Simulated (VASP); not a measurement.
Set up this calculation in VASP 6.6.1, as the native input.

| Property | Result |
| --- | --- |
| Task | single point |
| Functional | PBE |
| Potentials or basis | VASP PAW PBE potentials, release 64 (Ga_d) |
| Cutoff | 520 eV |
| k mesh | 9 × 9 × 8 |
| Occupations | fermi-dirac, width 0.05 eV |
| Spin | no spin polarisation |
| Dipole correction | no |
| Further INCAR settings | ALGO = Normal; EDIFF = 1e-06; NBANDS = 34 |

The structure of Ga lies in POSCAR:

```
Ga
1.0
    2.2171260000     -3.7998465000     -0.0156705000
    2.2935740000      3.8449535000      0.0607775000
    0.0451670000      0.0451670000      4.5167000000
Ga
4
Direct
    0.1525000000      0.8475000000      0.0785000000
    0.6525000000      0.3475000000      0.4215000000
    0.8475000000      0.1525000000      0.9215000000
    0.3475000000      0.6525000000      0.5785000000
```

This cell differs from its parent crystal: equal xy, yz and zx shear strains of +2 %.

One way to write it, as run:

INCAR

```
SYSTEM = Ga
ALGO = Normal ; EDIFF = 1E-6
ENCUT = 520 ; GGA = PE
ISIF = 2 ; ISMEAR = -1
LASPH = .True. ; LCHARG = .False.
LREAL = .False. ; LWAVE = .False.
NBANDS = 34 ; NELM = 80
PREC = Accurate ; SIGMA = 0.05
```

KPOINTS

```
k-points
0
Gamma
  9 9 8
  0 0 0
```

Potentials or basis: VASP PAW PBE potentials, release 64 (Ga_d).

Launch:

```sh
$ cat potpaw_PBE.64/Ga_d/POTCAR > POTCAR
$ mpirun -np 1 vasp_std > vasp.out
```

Results of the run:

```yaml
Pressure: 2.5 GPa
Largest_force: 0.482 eV/Å
Band_gap_on_the_k_mesh: zero (bands 26 and 27 overlap by 1.30 eV)
```

Caveat: the cell differs from its parent crystal (equal xy, yz and zx shear strains of +2 %).

Wall time 10 min on 1 thread of Oxide Virtual Turin-like Processor, on a shared host, peak memory 0.62 GiB.
